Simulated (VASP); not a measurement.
Runs of VASP 6.6.1 on GeW. The structure is that of space group P6_3/mmc (No. 194), or close to it. The cells are those of the table. The cell was built from a structure type or drawn by symmetry, and may not be a known phase.

| task | cell | k mesh | cutoff (eV) | gap on the mesh (eV) | pressure (GPa) |
| --- | --- | --- | --- | --- | --- |
| single point | a = 3.642, b = 3.642, c = 5.167 Å, angles 90.0, 90.0, 120.0°, 4 atoms | 6 × 6 × 4 | 520 | none | 51.2 |
| single point | a = 3.174, b = 3.174, c = 7.362 Å, angles 90.0, 90.0, 120.0°, 4 atoms | 6 × 6 × 4 | 520 | none | (a) |
| single point | a = 3.191, b = 3.191, c = 7.297 Å, angles 90.0, 90.0, 120.0°, 4 atoms | 18 × 18 × 6 | 520 | none | 0.4 |
| relaxation of cell and atoms | relaxed from a = 3.642, b = 3.642, c = 5.167 Å, angles 90.0, 90.0, 120.0°, 4 atoms | 6 × 6 × 4 | 600 | none | 0.1 |

Alike in all rows: level PBE; potentials or basis VASP PAW PBE potentials, release 64 (Ge_d, W_sv); no spin polarisation; smearing gaussian 0.1 eV.

Estimate the missing entries.

(a) 0.2.

Caveats: some runs use coarse meshes; spin-orbit coupling is left out, which moves the levels of the heavy elements; the cell stands under pressure (at least some runs); a cell axis changed by over 15 % at a fixed basis, so the end point is rough (at least some runs).

A k mesh can miss the band edges, and the runs leave out spin-orbit coupling on Ge, W.

A gap of «none» marks levels without a gap at the run's occupations.
